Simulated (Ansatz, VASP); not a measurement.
**Two plane-wave programs on TaAs**

File INCAR:

```
ALGO = Normal ; EDIFF = 1E-7
EDIFFG = -0.01 ; ENCUT = 500
GGA = PS ; GGA_COMPAT = F
IBRION = 2 ; ISIF = 3
ISMEAR = 0 ; LASPH = T
LCHARG = F ; LREAL = F
LWAVE = F ; NELM = 120
NELMIN = 4 ; NSW = 80
PREC = Accurate ; SIGMA = 0.1
```

KPOINTS

```
k-points
0
Gamma
  18 18 18
```

POSCAR

```
TaAs
1.0
   -1.7127947620      1.7127947620      5.8080722614
    1.7127947620     -1.7127947620      5.8080722614
    1.7127947620      1.7127947620     -5.8080722614
Ta As
2 2
Direct
    0.7490970837      0.7490970837      0.0000000000
    0.4990970837     -0.0009029163      0.5000000000
    0.1669029163      0.1669029163      0.0000000000
    0.9169029163      0.4169029163      0.5000000000
```

Input for Ansatz:

```yaml
crystal:
  lattice:
    - [-1.7127947626, 1.7127947626, 5.8080722531]
    - [1.7127947626, -1.7127947626, 5.8080722531]
    - [1.7127947626, 1.7127947626, -5.8080722531]
  atoms:
    - { symbol: Ta, position: [0.7490970837, 0.7490970837, 0.0] }
    - { symbol: Ta, position: [0.4990970837, -0.0009029163, 0.5] }
    - { symbol: As, position: [0.1669029163, 0.1669029163, 0.0] }
    - { symbol: As, position: [0.9169029163, 0.4169029163, 0.5] }
basis:
  ecutwfc: 420
kpoints:
  mp_grid: { grid: [18, 18, 18] }
hamiltonian:
  xc: pbesol
scf:
  occupations: { method: gaussian, width: 0.1 }
output:
  forces: true
  stress: true
  eigenvalues: true
relax:
  adjacent_minimum: "off"
  f_tol: 0.01
  max_steps: 60
  cell: { stress_tol: 0.1 }
```

Alike in both runs: task relaxation of cell and atoms; functional PBEsol; k mesh 18 × 18 × 18; occupations gaussian, width 0.1 eV; no spin polarisation.

```csv
,VASP,Ansatz
version,VASP 6.6.1,Ansatz 0.2.0
potentials or method,"VASP PAW PBE potentials, release 64 (Ta_pv, As), cutoff 500 eV","scalar-relativistic, plane waves, PAW"
valence electrons in the cell,32,56
```

|  | VASP | Ansatz | Ansatz less VASP |
| --- | --- | --- | --- |
| gap on the k mesh at the Fermi level, each at its own relaxed structure (eV) | none | none | - |
| relaxed volume (Å³/atom) | 17.08 | 17.02 | -0.059 |
| relaxed length of the cell vector where the two differ most in proportion (Å) | 6.284 | 6.278 | -0.0058 |

VASP's potentials were made for PBE, not for PBEsol. A gap of «none» marks a metal or a gap that the smearing closes. VASP's potentials hold 32 valence electrons a cell and Ansatz's 56, so a difference there can come from the potentials and not from the codes.

Neither program's run includes spin-orbit coupling.
